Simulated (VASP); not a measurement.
The system is NbTe6Mo2.

```
Nb Te Mo
1.0
     6.46482    0.00000    0.00000
    -3.23241    5.59870    0.00000
     0.00000    0.00000    7.17133
Nb Te Mo
1 6 2
Direct
  0.00000 0.00000 0.00000
  0.66667 0.00000 0.74563
  0.33333 0.33333 0.74563
  0.00000 0.66667 0.74563
  0.33333 0.00000 0.25437
  0.00000 0.33333 0.25437
  0.66667 0.66667 0.25437
  0.33333 0.66667 0.00000
  0.66667 0.33333 0.00000
```

* Program: VASP 6.6.1
* Task: relaxation of cell and atoms
* Functional: PBE
* Potentials or basis: VASP PAW PBE potentials, release 64 (Nb_sv, Te, Mo_sv)
* Cutoff: 600 eV
* k mesh: 3 × 3 × 4
* Occupations: gaussian, width 0.1 eV
* Spin: no spin polarisation

At the start: pressure -4.5 GPa; volume 28.84 Å³/atom.

How do energy, volume and symmetry change on relaxing?

Over 16 steps the energy falls by 45.8 meV/atom and the volume is 28.12 Å³/atom (-2.5 %); space group P-31m (No. 162, to 0.1 Å) before and after.

The path:
```tsv
step	energy change (eV)	largest force (eV/Å)	pressure (GPa)	volume (Å³)
1	0.0000	0.5179	-4.50	259.56
2	0.0100	1.1449	6.49	230.24
3	-0.2655	0.3318	0.26	244.32
4	-0.3548	0.1032	0.17	242.33
5	-0.3732	0.1016	0.15	240.89
6	-0.3773	0.1057	0.04	241.72
7	-0.3866	0.1242	-0.24	244.21
8	-0.3944	0.1753	-0.71	249.21
9	-0.3960	0.1641	-0.67	249.27
10	-0.3999	0.1352	-0.48	249.47
11	-0.4047	0.1004	-0.08	249.86
12	-0.4014	0.1839	0.75	250.64
13	-0.4055	0.1076	0.18	250.10
14	-0.4066	0.1000	0.17	250.40
15	-0.4094	0.0764	0.14	251.28
16	-0.4126	0.0301	0.10	253.04
```

Final structure:
```
Nb Te Mo
1.0
     6.17245    0.00000    0.00000
    -3.08623    5.34550    0.00000
     0.00000    0.00000    7.66921
Nb Te Mo
1 6 2
Direct
  0.00000 0.00000 0.00000
  0.66221 0.00000 0.75844
  0.33779 0.33779 0.75844
  0.00000 0.66221 0.75844
  0.33779 0.00000 0.24156
  0.00000 0.33779 0.24156
  0.66221 0.66221 0.24156
  0.33333 0.66667 0.00000
  0.66667 0.33333 0.00000
```

Caveat: the k points lie up to 0.39 Å⁻¹ apart in the final cell, too coarse for converged energies and pressures of a metal; this functional lacks dispersion, which binds the layers, so the pressure and a relaxed spacing across them are unreliable.
